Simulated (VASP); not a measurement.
# Ti8HO16 (a cell with a defect) in VASP: single point with LDA

Aim: the single point of Ti8HO16 (a cell with a defect) with LDA.

Program: VASP 6.6.1. These are calculated values, not measurements. Logs are shortened: lines on timing, memory, paths and dates and some standing lists are left out, and cuts for length are marked.

## (1) The cell of the first run

The cell holds a defect, 25 atoms: a = 6.432 Å, b = 6.432 Å, c = 7.398 Å, α = 115.77°, β = 115.77°, γ = 90.00°.

## (2) Single point, LDA

INCAR

```
PREC     = Accurate       # precision mode
ENCUT    = 520            # plane-wave cutoff, eV
EDIFF    = 1E-7           # SCF threshold, eV
ISMEAR   = 0              # smearing method
SIGMA    = 0.02           # smearing width, eV
LREAL    = Auto         
LASPH    = T              # aspherical terms in the spheres
NELM     = 80             # most SCF steps
ALGO     = Normal         # electronic algorithm
ISIF     = 2              # what is computed and relaxed
LWAVE    = F              # write WAVECAR
LCHARG   = F              # write CHGCAR
GGA      = CA             # functional
NBANDS   = 114            # bands
NELECT   = 192.0
```

KPOINTS

```
regular mesh
0
Gamma
  3 3 3
```

POSCAR

```
Ti8HO16
1.0
   -4.5481520261      4.5481520261      0.0000000000
    4.5481520261      4.5481520261      0.0000000000
    0.0000000000     -4.5481520261     -5.8342651417
Ti O H
8 16 1
Direct
    0.2348236189      0.7482220248      0.5003229934
    1.0191092186      0.5124772972      1.0115662996
    0.7576081852      0.2509109625      0.4884349495
    0.4845624837     -0.0020883554      0.9996782557
    0.6251071808      0.6286459808      0.2500938789
    0.3975044532      0.3821309565      0.7500013958
    0.1251031920      0.1285481076      0.2499036236
    0.8509845578      0.8556515083      0.7500037955
    0.1147140571      0.8211341551      0.2513519637
    0.8607237811      0.5622238646      0.7499976250
    0.6133594629      0.3197859429      0.2486467387
    0.3338541110      0.0773668622      0.7500036241
    0.7019619223      0.4829819950     -0.0009548760
    0.4529080397      0.2339338290      0.5009518644
    0.1929842888     -0.0189639914      0.0005016913
    0.9424831923      0.7305349121      0.4994975253
    0.5512421755      0.7654773186      0.5003079101
    0.3086027161      0.5167457145      1.0005666281
    0.0580326657      0.2661772032      0.4994313644
    0.8009294287      0.0151665563      0.9996923106
    0.1384351017      0.4295893975      0.2504377097
    0.9347939443      0.1646119055      0.7500032813
    0.6379934907      0.9291541627      0.2495606498
    0.3903450973      0.6824441724      0.7500003674
    0.0940484424      0.1344934405      0.7500092803
```

Potentials or basis: VASP PAW LDA potentials, release 64 (Ti_sv, O, H).

Started as:

```bash
> cat potpaw_LDA.64/Ti_sv/POTCAR potpaw_LDA.64/O/POTCAR potpaw_LDA.64/H/POTCAR > POTCAR
> mpirun -np 1 vasp_std > vasp.out
```

OUTCAR:

```text
PREC = Accurate
   ENCUT = 520
   EDIFF = 1E-7
   ISMEAR = 0
   LREAL = Auto
   LASPH = T
   NELM = 80
   ISIF = 2
   GGA = CA
   NELECT = 192.0

 ion  position               nearest neighbor table
   1  0.235  0.748  0.500-  16 1.88  24 1.91  21 1.93   9 1.93  12 1.97  17 2.04   2 2.86   4 2.91

   2  0.019  0.512  0.012-   9 1.86  18 1.90  21 1.91  10 1.93  13 2.01  22 2.09   1 2.86
   3  0.758  0.251  0.488-  11 1.86  19 1.90  23 1.91  10 1.93  14 2.01  22 2.09   4 2.86
   4  0.485  0.998  1.000-  15 1.88  24 1.91  23 1.93  11 1.93  12 1.97  20 2.04   3 2.86   1 2.91

   5  0.625  0.629  0.250-  18 1.91  16 1.92  23 1.94  17 1.94  13 1.96  11 1.98
   6  0.398  0.382  0.750-  14 1.86  13 1.86  24 1.93  12 2.00  18 2.01  19 2.01
   7  0.125  0.129  0.250-  19 1.91  15 1.92  21 1.94  20 1.94  14 1.96   9 1.98
   8  0.851  0.856  0.750-  20 1.85  17 1.85  10 1.89  15 2.02  16 2.02  22 2.06
   9  0.115  0.821  0.251-   2 1.86   1 1.93   7 1.98
  10  0.861  0.562  0.750-   8 1.89   2 1.93   3 1.93
  11  0.613  0.320  0.249-   3 1.86   4 1.93   5 1.98
  12  0.334  0.077  0.750-   4 1.97   1 1.97   6 2.00
  13  0.702  0.483  0.999-   6 1.86   5 1.96   2 2.01
  14  0.453  0.234  0.501-   6 1.86   7 1.96   3 2.01
  15  0.193  0.981  0.001-   4 1.88   7 1.92   8 2.02
  16  0.942  0.731  0.499-   1 1.88   5 1.92   8 2.02
  17  0.551  0.765  0.500-   8 1.85   5 1.94   1 2.04
  18  0.309  0.517  0.001-   2 1.90   5 1.91   6 2.01
  19  0.058  0.266  0.499-   3 1.90   7 1.91   6 2.01
  20  0.801  0.015  1.000-   8 1.85   7 1.94   4 2.04
  21  0.138  0.430  0.250-   2 1.91   1 1.93   7 1.94
  22  0.935  0.165  0.750-  25 1.04   8 2.06   3 2.09   2 2.09
  23  0.638  0.929  0.250-   3 1.91   4 1.93   5 1.94
  24  0.390  0.682  0.750-   1 1.91   4 1.91   6 1.93
  25  0.094  0.134  0.750-  22 1.04

  LATTYP: Found a body centered tetragonal cell.
 ALAT       =     6.4320582790
 C/A-ratio  =     1.8141207335

  Lattice vectors:

 A1 = (  -4.5481520261,   0.0000000000,   5.8342651417)
 A2 = (   4.5481520261,   0.0000000000,   5.8342651417)
 A3 = (   0.0000000000,   4.5481520261,  -5.8342651417)

Analysis of symmetry for initial positions (statically):
=====================================================================
 Subroutine PRICEL returns:
 Original cell was already a primitive cell.

 Routine SETGRP: Setting up the symmetry group for a
 body centered tetragonal supercell.

 Subroutine GETGRP returns: Found  1 space group operations
 (whereof  1 operations were pure point group operations)
 out of a pool of 16 trial point group operations.

The static configuration has the point symmetry C_1 .

Analysis of symmetry for dynamics (positions and initial velocities):
=====================================================================
 Subroutine PRICEL returns:
 Original cell was already a primitive cell.

 Routine SETGRP: Setting up the symmetry group for a
 body centered tetragonal supercell.

 Subroutine GETGRP returns: Found  1 space group operations
 (whereof  1 operations were pure point group operations)
 out of a pool of 16 trial point group operations.

The dynamic configuration has the point symmetry C_1 .

 Subroutine INISYM returns: Found  1 space group operations
 (whereof  1 operations are pure point group operations),
 and found     1 'primitive' translations

----------------------------------------------------------------------------------------

                                     Primitive cell

  volume of cell :     241.3716

  direct lattice vectors                    reciprocal lattice vectors
    -4.548152026  4.548152026  0.000000000    -0.109934760  0.109934760 -0.085700596
     4.548152026  4.548152026  0.000000000     0.109934760  0.109934760 -0.085700596
     0.000000000 -4.548152026 -5.834265142     0.000000000  0.000000000 -0.171401192

  length of vectors
     6.432058279  6.432058279  7.397589918     0.177527167  0.177527167  0.171401192

  position of ions in fractional coordinates (direct lattice)
     0.234823619  0.748222025  0.500322993
     0.019109219  0.512477297  0.011566300
     0.757608185  0.250910963  0.488434949
     0.484562484  0.997911645  0.999678256
     0.625107181  0.628645981  0.250093879
     0.397504453  0.382130956  0.750001396
[... 17 lines left out ...]
     0.390345097  0.682444172  0.750000367
     0.094048442  0.134493441  0.750009280

  ion indices of the primitive-cell ions
   primitive index   ion index
                 1           1
                 2           2
                 3           3
                 4           4
                 5           5
                 6           6
[... 17 lines left out ...]
                24          24
                25          25

----------------------------------------------------------------------------------------

 KPOINTS: regular mesh

Automatic generation of k-mesh.
 Grid dimensions read from file:
 generate k-points for:    3    3    3

 Generating k-lattice:

  Cartesian coordinates                     Fractional coordinates (reciprocal lattice)
    -0.036644920  0.036644920 -0.028566865     0.333333333  0.000000000 -0.000000000
     0.036644920  0.036644920 -0.028566865     0.000000000  0.333333333 -0.000000000
     0.000000000  0.000000000 -0.057133731     0.000000000  0.000000000  0.333333333

  Length of vectors
     0.059175722  0.059175722  0.057133731

  Shift w.r.t. Gamma in fractional coordinates (k-lattice)
     0.000000000  0.000000000  0.000000000

 Subroutine IBZKPT returns following result:
 ===========================================

 Found     14 irreducible k-points:

 Following reciprocal coordinates:
            Coordinates               Weight
  0.000000  0.000000  0.000000      1.000000
  0.333333  0.000000 -0.000000      2.000000
  0.000000 -0.333333  0.333333      2.000000
 -0.333333  0.000000  0.333333      2.000000
  0.000000  0.333333 -0.000000      2.000000
  0.333333  0.333333 -0.000000      2.000000
  0.333333 -0.333333  0.333333      2.000000
 -0.333333 -0.333333 -0.333333      2.000000
 -0.333333  0.333333  0.333333      2.000000
 -0.333333  0.333333  0.000000      2.000000
  0.333333  0.333333 -0.333333      2.000000
  0.000000  0.000000  0.333333      2.000000
  0.333333  0.000000  0.333333      2.000000
  0.000000 -0.333333 -0.333333      2.000000
   k-points           NKPTS =     14   k-points in BZ     NKDIM =     14   number of bands    NBANDS=    114
   number of dos      NEDOS =    301   number of ions     NIONS =     25
   total plane-waves  NPLWV = 129024
   dimension x,y,z NGX =    48 NGY =   48 NGZ =   56
   dimension x,y,z NGXF=    96 NGYF=   96 NGZF=  112
   ions per type =               8  16   1
   NGX,Y,Z   is equivalent  to a cutoff of  12.41, 12.41, 12.58 a.u.
   NGXF,Y,Z  is equivalent  to a cutoff of  24.81, 24.81, 25.17 a.u.
 SYSTEM =  unknown system
   PREC   = accura    normal or accurate (medium, high low for compatibility)
   ISTART =      0    job   : 0-new  1-cont  2-samecut
   ICHARG =      2    charge: 1-file 2-atom 10-const
   ISPIN  =      1    spin polarized calculation?
   LNONCOLLINEAR =      F non collinear calculations
   LSORBIT =      F    spin-orbit coupling
   LASPH  =      T    aspherical Exc in radial PAW
   ENCUT  =  520.0 eV  38.22 Ry    6.18 a.u.  11.96 11.96 13.75*2*pi/ulx,y,z
   NELM   =     80;   NELMIN=  2; NELMDL= -5     # of ELM steps
   EDIFF  = 0.1E-06   stopping-criterion for ELM
   LREAL  =      T    real-space projection
   EDIFFG = 0.1E-05   stopping-criterion for IOM
   NSW    =      0    number of steps for IOM
   IBRION =     -1    ionic relax: 0-MD 1-quasi-New 2-CG
   NFREE  =      0    steps in history (QN), initial steepest desc. (CG)
   ISIF   =      2    stress and relaxation
   ISYM   =      2    0-nonsym 1-usesym 2-fastsym
   POTIM  = 0.5000    time-step for ionic-motion
   TEBEG  =    0.0;   TEEND  =   0.0 temperature during run
   PSTRESS=    0.0 pullay stress
   NELECT =     192.0000    total number of electrons
   NUPDOWN=      -1.0000    fix difference up-down
   EMIN   =  10.00;   EMAX   =-10.00  energy-range for DOS
   EFERMI =   0.00;   METHOD = LEGACY
   ISMEAR =     0;   SIGMA  =   0.02  broadening in eV -4-tet -1-fermi 0-gaus
   EFERMI_NEDOS =   21; number of points for ismear=-14 and -15
   IALGO  =     38    algorithm
   IMIX   =      4    mixing-type and parameters
     AMIX     =   0.40;   BMIX     =  1.00
     AMIX_MAG =   1.60;   BMIX_MAG =  1.00
  volume/ion in A,a.u.               =       9.65        65.15
  Fermi-wavevector in a.u.,A,eV,Ry     =   1.516864  2.866457 31.305309  2.300875
  Thomas-Fermi vector in A             =   2.626196
   LORBIT       =      0    0 simple, 1 ext, 2 COOP (PROOUT), +10 PAW based schemes
   GGA     = CA    functional components
   LHFCALC =     F    Hartree Fock is set to
   AEXX    =    0.0000 exact exchange contribution
   IVDW    =     0    specifies the selected vdW correction
   LEPSILON=     F    determine dielectric tensor
   LRPA    =     F    only Hartree local field effects (RPA)
 non-spin polarized calculation
 Gauss-broadening in eV      SIGMA  =   0.02
  energy-cutoff  :      520.00
  volume of cell :      241.37
 maximum number of plane-waves:      6515
   NGX = 23   NGY = 23   NGZ = 27

 number of electron     191.9999965 magnetization

 Free energy of the ion-electron system (eV)
  ---------------------------------------------------
  ext. energy  EPLUGINS =         0.00000000
  ---------------------------------------------------
  free energy    TOTEN  =      -245.46832395 eV

  energy without entropy =     -245.46832395  energy(sigma->0) =     -245.46832395

 E-fermi :   4.8653     XC(G=0): -12.1797

 val. band max:        4.7459827205   @ k =   0.0000   0.0000   0.0000
 cond. band min:       6.8910995435   @ k =   0.0000   0.0000   0.0000
 fundamental gap:      2.1451168230
 Fermi energy:         4.8652501829

 k-point     1 :       0.0000    0.0000    0.0000
  band No.  band energies     occupation
      1     -51.0845      2.00000
      2     -51.0634      2.00000
      3     -51.0576      2.00000
      4     -51.0559      2.00000
      5     -51.0404      2.00000
      6     -51.0169      2.00000
[... 100 lines left out ...]
    107       7.9366      0.00000
    108       7.9458      0.00000
[... 1441 lines left out ...]
    107       7.9932      0.00000
    108       8.0440      0.00000
 [bands above 108 left out]

------------------------ aborting loop because EDIFF is reached ----------------------------------------

  FORCE on cell =-STRESS in cart. coord.  units (eV):
  Direction    XX          YY          ZZ          XY          YZ          ZX
  --------------------------------------------------------------------------------------
  -------------------------------------------------------------------------------------
  Total      -13.1018278     -5.2581168     -4.6194462      2.3528944     -0.0164023      0.0026785
  in kB      -86.9673760    -34.9023529    -30.6629824     15.6180535     -0.1088750      0.0177794
  external PRESSURE =     -50.8442371 kB  Pullay stress =       0.0000000 kB

 VOLUME and BASIS-vectors are now :
 -----------------------------------------------------------------------------
  energy-cutoff  :      520.00
  volume of cell :      241.37
      direct lattice vectors                 reciprocal lattice vectors
    -4.548152026  4.548152026  0.000000000    -0.109934760  0.109934760 -0.085700596
     4.548152026  4.548152026  0.000000000     0.109934760  0.109934760 -0.085700596
     0.000000000 -4.548152026 -5.834265142     0.000000000  0.000000000 -0.171401192

 POSITION                                       TOTAL-FORCE (eV/Angst)
 -----------------------------------------------------------------------------------
      2.33501      2.19550     -2.91902         0.019402      0.063523     -0.104880
      2.24391      2.36513     -0.06748         0.021555     -0.030199     -0.003232
     -2.30454      2.36542     -2.84966         0.022380     -0.030421      0.001867
      2.33479      2.19583     -5.83239         0.020073      0.064207      0.095907
      0.01610      4.56480     -1.45911         0.023882      0.039062      0.006643
     -0.06992      0.13478     -4.37571        -0.011809     -0.079537      0.002302
[... 17 lines left out ...]
      1.32851      1.46809     -4.37570        -0.065853     -0.039544     -0.002358
      0.18395     -2.37171     -4.37575         0.206152     -0.080964     -0.000071
 -----------------------------------------------------------------------------------
    total drift:                                0.011294     -0.031837     -0.000333

  FREE ENERGIE OF THE ION-ELECTRON SYSTEM (eV)
  ---------------------------------------------------
  free  energy   TOTEN  =      -245.4683239495 eV

  energy  without entropy=     -245.4683239495  energy(sigma->0) =     -245.46832395
```

Wall time 23 min (1 thread of AMD EPYC 7R13 (Zen 3), shared host); peak memory 0.37 GiB.

What came out:

- Free energy: -245.4683 eV
- Largest force: 0.242 eV/Å

Forces on the atoms (eV/Å):
```
Ti   0.019  0.064 -0.105
Ti   0.022 -0.030 -0.003
Ti   0.022 -0.030  0.002
Ti   0.020  0.064  0.096
Ti   0.024  0.039  0.007
Ti  -0.012 -0.080  0.002
Ti   0.024  0.037  0.000
Ti  -0.064 -0.010  0.000
O    0.051  0.060 -0.043
O   -0.007 -0.006  0.001
O    0.048  0.062  0.041
O   -0.206  0.127 -0.001
O   -0.046  0.052 -0.039
O   -0.048  0.054  0.041
O   -0.009  0.013  0.035
O   -0.009  0.011 -0.035
O    0.029 -0.046  0.061
O   -0.022 -0.030  0.049
O   -0.024 -0.028 -0.050
O    0.028 -0.044 -0.061
O   -0.050 -0.024  0.014
O    0.121 -0.112  0.000
O   -0.050 -0.024 -0.010
O   -0.066 -0.040 -0.002
H    0.206 -0.081  0.000
```

Caveat: the cell carries a net charge on a neutralising background, which shifts energy and pressure; the cell is charged against a uniform background, so pressure and absolute levels hang on convention.
